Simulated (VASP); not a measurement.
Here is a VASP 6.6.1 calculation.

File INCAR:

```
SYSTEM = TiAl2
PREC = Accurate ; ENCUT = 520
EDIFF = 1E-6 ; ISMEAR = 0
SIGMA = 0.15 ; LREAL = .False.
LASPH = .True. ; NELM = 80
ALGO = Fast ; ISIF = 2
LWAVE = .False. ; LCHARG = .True.
GGA = CA ; LELF = .True.
LVHAR = .True. ; NBANDS = 27
```

File KPOINTS:

```
regular mesh
0
Gamma
  12 12 12
  0 0 0
```

POSCAR

```
TiAl2
1.0
    2.0355744178     -6.2942147827      0.0000000000
    2.0355744178      6.2942147827      0.0000000000
    0.0000000000      0.0000000000      3.8234225826
Ti Al
2 4
Direct
    0.6560576955      0.3439423045      0.0000000000
    0.3439423045      0.6560576955      0.0000000000
    0.0000000000      0.0000000000      0.0000000000
    0.8269820961      0.1730179039      0.5000000000
    0.1730179039      0.8269820961      0.5000000000
    0.5000000000      0.5000000000      0.5000000000
```

Potentials or basis: VASP PAW LDA potentials, release 64 (Ti_sv, Al).

Run with:

```bash
$ cat potpaw_LDA.64/Ti_sv/POTCAR potpaw_LDA.64/Al/POTCAR > POTCAR
$ mpirun -np 1 vasp_std > vasp.out
```

(1) Predict the band gap on the k mesh.

(2) Estimate the pressure.

(3) Predict the largest force.

Answers

(1) zero (band 18 reaches 8.72 eV, above the bottom of band 19 at 7.25 eV).

(2) -7.7 GPa.

(3) 0.205 eV/Å.
